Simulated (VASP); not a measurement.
Here is a VASP 6.6.1 calculation.

Contents of POSCAR:

```
SiGe
1.0
    3.9043776423      0.0000000000      0.0000000000
   -1.9521888212      3.3812902242      0.0000000000
    0.0000000000      0.0000000000      6.6472900592
Si Ge
2 2
Direct
    0.6666666667      0.3333333333      0.8744661518
    0.3333333333      0.6666666667      0.3744661518
    0.6666666667      0.3333333333      0.5005328482
    0.3333333333      0.6666666667      0.0005328482
```

INCAR.step1

```
SYSTEM = SiGe
  PREC = Accurate
  ENCUT = 520
  ISMEAR = 0
  SIGMA = 0.05
  LREAL = .False.
  LASPH = .True.
  NELM = 80
  NBANDS = 26
  GGA = PE
  ALGO = Normal
  EDIFF = 1E-4
  LWAVE = .True.
  LCHARG = .False.
```

File INCAR.step2:

```
SYSTEM = SiGe
  PREC = Accurate
  ENCUT = 520
  EDIFF = 1E-6
  ISMEAR = 0
  SIGMA = 0.05
  LREAL = .False.
  LASPH = .True.
  NELM = 80
  ALGO = Normal
  ISIF = 2
  LWAVE = .False.
  LCHARG = .False.
  METAGGA = R2SCAN
  LMIXTAU = .True.
  NBANDS = 26
  ISTART = 1
```

File KPOINTS:

```
regular mesh
0
Gamma
  12 12 4
  0 0 0
```

Potentials or basis: VASP PAW PBE potentials, release 64 (Si, Ge_d).

Launch:

```bash
$ cat potpaw_PBE.64/Si/POTCAR potpaw_PBE.64/Ge_d/POTCAR > POTCAR
$ cp INCAR.step1 INCAR
$ mpirun -np 1 vasp_std > vasp.out
$ cp INCAR.step2 INCAR
$ mpirun -np 1 vasp_std > vasp.out
```

(1) What does it give for the pressure?

(2) Estimate the largest force.

(3) Predict the band gap on the k mesh.

## Answers

(1) -2.3 GPa.

(2) 0.212 eV/Å.

(3) 0.77 eV (least direct gap 1.01 eV).

Caveat: the cell differs from its parent crystal (strain +0.000 along x and y, +0.030 along z); the PAW data sets were made with another functional, which shifts forces and pressure a little.
